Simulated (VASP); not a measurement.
# PbO (C2) in VASP: single point with PBE

Aim: the single point of PbO with PBE.

All numbers are computed with VASP 6.6.1; they aren't measurements. Logs are shortened: lines on timing, memory, paths and dates and some standing lists are left out, and cuts for length are marked.

### Step 1. The cell of the first run

It takes space group C2 (No. 5, monoclinic). Conventional cell: a = 5.656 Å, b = 5.879 Å, c = 5.090 Å, α = 90.00°, β = 92.90°, γ = 90.00°. Within 3.1 Å of Pb (site symmetry 1) lie 4 O at 2.33 to 2.44 Å. Within 3.1 Å of O (site symmetry 2) lie 4 Pb at 2.35 to 2.42 Å and 4 O at 2.83 to 2.95 Å. O (site symmetry 2) has 4 Pb at 2.33 to 2.44 Å and 4 O at 2.83 to 2.95 Å within 3.1 Å.

### Step 2. Single point, PBE (strained and its atoms moved)

Contents of INCAR:

```
PREC     = Accurate       # precision mode
ENCUT    = 520            # plane-wave cutoff, eV
EDIFF    = 1E-6           # SCF threshold, eV
ISMEAR   = 0              # smearing method
SIGMA    = 0.02           # smearing width, eV
LREAL    = F              # projectors in reciprocal space
LASPH    = T              # aspherical terms in the spheres
NELM     = 60             # most SCF steps
ALGO     = Normal         # electronic algorithm
ISIF     = 2              # what is computed and relaxed
LWAVE    = F              # write WAVECAR
LCHARG   = T              # write CHGCAR
GGA      = PE             # functional
LELF     = T              # ELF
LVHAR    = T            
NBANDS   = 28             # bands
```

Contents of KPOINTS:

```
regular mesh
0
Gamma
  8 8 6
```

Contents of POSCAR:

```
PbO
1.0
    4.0777741440     -0.0794880000     -0.0717776640
   -0.0794880000      4.0777741440     -0.0717776640
   -0.0906973200     -0.0906973200      5.0880393000
Pb O
2 2
Direct
   -0.0045901447      0.4981077468      0.2423220268
    0.5018922532      0.0045901447      0.7576779732
    0.0024414050     -0.0024414050      0.0000000000
    0.5002564864      0.4997435136      0.0000000000
```

Potentials or basis: VASP PAW PBE potentials, release 64 (Pb_d, O).

Launch:

```console
cat potpaw_PBE.64/Pb_d/POTCAR potpaw_PBE.64/O/POTCAR > POTCAR
mpirun -np 1 vasp_std > vasp.out
```

OUTCAR:

```text
PREC = Accurate
   ENCUT = 520
   EDIFF = 1E-6
   ISMEAR = 0
   LREAL = F
   LASPH = T
   NELM = 60
   ISIF = 2
   GGA = PE

 ion  position               nearest neighbor table
   1  0.995  0.498  0.242-   4 2.33   3 2.35   3 2.42   4 2.44   2 3.63   2 3.79   2 3.84   2 3.84
                             2 3.87   2 3.93   2 3.94   2 3.94
   2  0.502  0.005  0.758-   4 2.33   3 2.35   3 2.42   4 2.44   1 3.63   1 3.79   1 3.84   1 3.84
                             1 3.87   1 3.93   1 3.94   1 3.94
   3  0.002  0.998  0.000-   1 2.35   2 2.35   2 2.42   1 2.42
   4  0.500  0.500  0.000-   1 2.33   2 2.33   2 2.44   1 2.44

  LATTYP: Found a base centered monoclinic cell.
 ALAT       =     5.6562524971
 B/A-ratio  =     1.0394261058
 C/A-ratio  =     0.8998282484
 COS(beta)  =    -0.0505649473

  Lattice vectors:

 A1 = (   4.0777741440,  -0.0794880000,  -0.0717776640)
 A2 = (  -0.0794880000,   4.0777741440,  -0.0717776640)
 A3 = (  -0.0906973200,  -0.0906973200,   5.0880393000)

Analysis of symmetry for initial positions (statically):
=====================================================================
 Subroutine PRICEL returns:
 Original cell was already a primitive cell.

 Routine SETGRP: Setting up the symmetry group for a
 base centered monoclinic supercell.

 Subroutine GETGRP returns: Found  2 space group operations
 (whereof  2 operations were pure point group operations)
 out of a pool of  4 trial point group operations.

The static configuration has the point symmetry C_2 .

Analysis of symmetry for dynamics (positions and initial velocities):
=====================================================================
 Subroutine PRICEL returns:
 Original cell was already a primitive cell.

 Routine SETGRP: Setting up the symmetry group for a
 base centered monoclinic supercell.

 Subroutine GETGRP returns: Found  2 space group operations
 (whereof  2 operations were pure point group operations)
 out of a pool of  4 trial point group operations.

The dynamic configuration has the point symmetry C_2 .

 Subroutine INISYM returns: Found  2 space group operations
 (whereof  2 operations are pure point group operations),
 and found     1 'primitive' translations

----------------------------------------------------------------------------------------

                                     Primitive cell

  volume of cell :      84.5189

  direct lattice vectors                    reciprocal lattice vectors
     4.077774144 -0.079488000 -0.071777664     0.245405131  0.004862205  0.004461164
    -0.079488000  4.077774144 -0.071777664     0.004862205  0.245405131  0.004461164
    -0.090697320 -0.090697320  5.088039300     0.003530555  0.003530555  0.196665231

  length of vectors
     4.079180352  4.079180352  5.089655777     0.245493832  0.245493832  0.196728602

  position of ions in fractional coordinates (direct lattice)
     0.995409855  0.498107747  0.242322027
     0.501892253  0.004590145  0.757677973
     0.002441405  0.997558595  1.000000000
     0.500256486  0.499743514  1.000000000

  ion indices of the primitive-cell ions
   primitive index   ion index
                 1           1
                 2           2
                 3           3
                 4           4

----------------------------------------------------------------------------------------

 KPOINTS: regular mesh

Automatic generation of k-mesh.
 Grid dimensions read from file:
 generate k-points for:    8    8    6

 Generating k-lattice:

  Cartesian coordinates                     Fractional coordinates (reciprocal lattice)
     0.030675641  0.000607776  0.000557645     0.125000000  0.000000000  0.000000000
     0.000607776  0.030675641  0.000557645     0.000000000  0.125000000  0.000000000
     0.000588426  0.000588426  0.032777538     0.000000000  0.000000000  0.166666667

  Length of vectors
     0.030686729  0.030686729  0.032788100

  Shift w.r.t. Gamma in fractional coordinates (k-lattice)
     0.000000000  0.000000000  0.000000000

 Subroutine IBZKPT returns following result:
 ===========================================

 Found    114 irreducible k-points:

 Following reciprocal coordinates:
            Coordinates               Weight
  0.000000  0.000000  0.000000      1.000000
  0.125000 -0.000000  0.000000      4.000000
  0.250000 -0.000000  0.000000      4.000000
  0.375000 -0.000000 -0.000000      4.000000
  0.500000 -0.000000  0.000000      2.000000
  0.125000  0.125000 -0.000000      2.000000
[... 16 lines left out ...]
  0.125000 -0.000000  0.166667      4.000000
  0.250000 -0.000000  0.166667      4.000000
 [... further k-points ...]
   k-points           NKPTS =    114   k-points in BZ     NKDIM =    114   number of bands    NBANDS=     28
   number of dos      NEDOS =    301   number of ions     NIONS =      4
   total plane-waves  NPLWV =  36000
   dimension x,y,z NGX =    30 NGY =   30 NGZ =   40
   dimension x,y,z NGXF=    60 NGYF=   60 NGZF=   80
   ions per type =               2   2
   NGX,Y,Z   is equivalent  to a cutoff of  12.23, 12.23, 13.07 a.u.
   NGXF,Y,Z  is equivalent  to a cutoff of  24.45, 24.45, 26.13 a.u.
 SYSTEM =  unknown system
   PREC   = accura    normal or accurate (medium, high low for compatibility)
   ISTART =      0    job   : 0-new  1-cont  2-samecut
   ICHARG =      2    charge: 1-file 2-atom 10-const
   ISPIN  =      1    spin polarized calculation?
   LNONCOLLINEAR =      F non collinear calculations
   LSORBIT =      F    spin-orbit coupling
   LASPH  =      T    aspherical Exc in radial PAW
   ENCUT  =  520.0 eV  38.22 Ry    6.18 a.u.   7.58  7.58  9.46*2*pi/ulx,y,z
   NELM   =     60;   NELMIN=  2; NELMDL= -5     # of ELM steps
   EDIFF  = 0.1E-05   stopping-criterion for ELM
   LREAL  =      F    real-space projection
   EDIFFG = 0.1E-04   stopping-criterion for IOM
   NSW    =      0    number of steps for IOM
   IBRION =     -1    ionic relax: 0-MD 1-quasi-New 2-CG
   NFREE  =      0    steps in history (QN), initial steepest desc. (CG)
   ISIF   =      2    stress and relaxation
   ISYM   =      2    0-nonsym 1-usesym 2-fastsym
   POTIM  = 0.5000    time-step for ionic-motion
   TEBEG  =    0.0;   TEEND  =   0.0 temperature during run
   PSTRESS=    0.0 pullay stress
   NELECT =      40.0000    total number of electrons
   NUPDOWN=      -1.0000    fix difference up-down
   EMIN   =  10.00;   EMAX   =-10.00  energy-range for DOS
   EFERMI =   0.00;   METHOD = LEGACY
   ISMEAR =     0;   SIGMA  =   0.02  broadening in eV -4-tet -1-fermi 0-gaus
   EFERMI_NEDOS =   21; number of points for ismear=-14 and -15
   IALGO  =     38    algorithm
   IMIX   =      4    mixing-type and parameters
     AMIX     =   0.40;   BMIX     =  1.00
     AMIX_MAG =   1.60;   BMIX_MAG =  1.00
  volume/ion in A,a.u.               =      21.13       142.59
  Fermi-wavevector in a.u.,A,eV,Ry     =   1.275783  2.410881 22.145157  1.627623
  Thomas-Fermi vector in A             =   2.408476
   LORBIT       =      0    0 simple, 1 ext, 2 COOP (PROOUT), +10 PAW based schemes
   GGA     = PE    functional components
   LHFCALC =     F    Hartree Fock is set to
   AEXX    =    0.0000 exact exchange contribution
   IVDW    =     0    specifies the selected vdW correction
   LEPSILON=     F    determine dielectric tensor
   LRPA    =     F    only Hartree local field effects (RPA)
 non-spin polarized calculation
 Gauss-broadening in eV      SIGMA  =   0.02
  energy-cutoff  :      520.00
  volume of cell :       84.52
 maximum number of plane-waves:      2297
   NGX = 15   NGY = 15   NGZ = 19

 number of electron      39.9999994 magnetization

 Free energy of the ion-electron system (eV)
  ---------------------------------------------------
  ext. energy  EPLUGINS =         0.00000000
  ---------------------------------------------------
  free energy    TOTEN  =       -21.39282073 eV

  energy without entropy =      -21.39282073  energy(sigma->0) =      -21.39282073

 E-fermi :   4.4754     XC(G=0):  -9.5463

 val. band max:        4.3694490154   @ k =   0.0000   0.0000   0.0000
 cond. band min:       5.5604741194   @ k =   0.5000   0.5000  -0.0000
 fundamental gap:      1.1910251040
 Fermi energy:         4.4753975255

 k-point     1 :       0.0000    0.0000    0.0000
  band No.  band energies     occupation
      1     -13.2697      2.00000
      2     -12.9368      2.00000
      3     -11.5385      2.00000
      4     -11.4996      2.00000
      5     -11.4816      2.00000
      6     -11.4471      2.00000
[... 20 lines left out ...]
     27      11.8180      0.00000
     28      12.4324      0.00000

 k-point     2 :       0.1250   -0.0000    0.0000
  band No.  band energies     occupation
      1     -13.2470      2.00000
      2     -12.9429      2.00000
      3     -11.5313      2.00000
      4     -11.4947      2.00000
      5     -11.4727      2.00000
      6     -11.4407      2.00000
[... 20 lines left out ...]
     27      12.0061      0.00000
     28      13.2674      0.00000

 k-point     3 :       0.2500   -0.0000    0.0000
  band No.  band energies     occupation
      1     -13.1902      2.00000
      2     -12.9630      2.00000
      3     -11.5108      2.00000
      4     -11.4812      2.00000
      5     -11.4470      2.00000
      6     -11.4261      2.00000
[... 20 lines left out ...]
     27      12.2599      0.00000
     28      14.9473      0.00000

 k-point     4 :       0.3750   -0.0000   -0.0000
  band No.  band energies     occupation
      1     -13.1234      2.00000
      2     -12.9980      2.00000
      3     -11.4814      2.00000
      4     -11.4620      2.00000
      5     -11.4294      2.00000
      6     -11.4242      2.00000
[... 578 lines left out ...]
     27      11.8473      0.00000
     28      12.6106      0.00000

 k-point    23 :       0.1250   -0.0000    0.1667
  band No.  band energies     occupation
      1     -13.2418      2.00000
      2     -12.9385      2.00000
      3     -11.5213      2.00000
      4     -11.4867      2.00000
      5     -11.4626      2.00000
      6     -11.4497      2.00000
[... 20 lines left out ...]
     27      12.1832      0.00000
     28      13.3775      0.00000

 k-point    24 :       0.2500   -0.0000    0.1667
  band No.  band energies     occupation
      1     -13.1882      2.00000
      2     -12.9601      2.00000
      3     -11.5044      2.00000
      4     -11.4770      2.00000
      5     -11.4386      2.00000
      6     -11.4325      2.00000
[... 20 lines left out ...]
     27      12.6216      0.00000
     28      14.9346      0.00000

 [... further k-points ...]
[... 5 lines left out ...]
  --------------------------------------------------------------------------------------
  -------------------------------------------------------------------------------------
  Total       -0.8168546     -0.8168546     -1.1142706      1.1516925      0.6911615      0.6911603
  in kB      -15.4846583    -15.4846583    -21.1226080     21.8319944     13.1019643     13.1019427
  external PRESSURE =     -17.3639749 kB  Pullay stress =       0.0000000 kB

 VOLUME and BASIS-vectors are now :
 -----------------------------------------------------------------------------
  energy-cutoff  :      520.00
  volume of cell :       84.52
      direct lattice vectors                 reciprocal lattice vectors
     4.077774144 -0.079488000 -0.071777664     0.245405131  0.004862205  0.004461164
    -0.079488000  4.077774144 -0.071777664     0.004862205  0.245405131  0.004461164
    -0.090697320 -0.090697320  5.088039300     0.003530555  0.003530555  0.196665231

 POSITION                                       TOTAL-FORCE (eV/Angst)
 -----------------------------------------------------------------------------------
      3.99749      1.93007      1.12574         0.222645      0.170489     -0.764534
      1.97752     -0.08990      3.81874        -0.170489     -0.222645      0.764534
     -0.06934      4.06762     -0.07178         0.019066     -0.019066      0.000000
      2.00021      1.99808     -0.07178        -0.071222      0.071222      0.000000
 -----------------------------------------------------------------------------------
    total drift:                                0.000190     -0.000190     -0.000000

  FREE ENERGIE OF THE ION-ELECTRON SYSTEM (eV)
  ---------------------------------------------------
  free  energy   TOTEN  =       -21.3928207267 eV

  energy  without entropy=      -21.3928207267  energy(sigma->0) =      -21.39282073
```

It took 4.3 min on 1 thread of Intel Xeon 8259CL, shared host; peak memory 0.34 GiB.

What came out:

```
Free energy            : -21.3928 eV
Pressure               : -1.7 GPa
Largest force          : 0.814 eV/Å
Band gap on the k mesh : 1.19 eV (least direct gap 1.71 eV)
```

Forces on the atoms (eV/Å):
```
Pb   0.223  0.170 -0.765
Pb  -0.170 -0.223  0.765
O    0.019 -0.019  0.000
O   -0.071  0.071  0.000
```

Caveat: the cell differs from its parent crystal (strained and its atoms moved); spin-orbit coupling is left out, which moves the levels of the heavy elements.
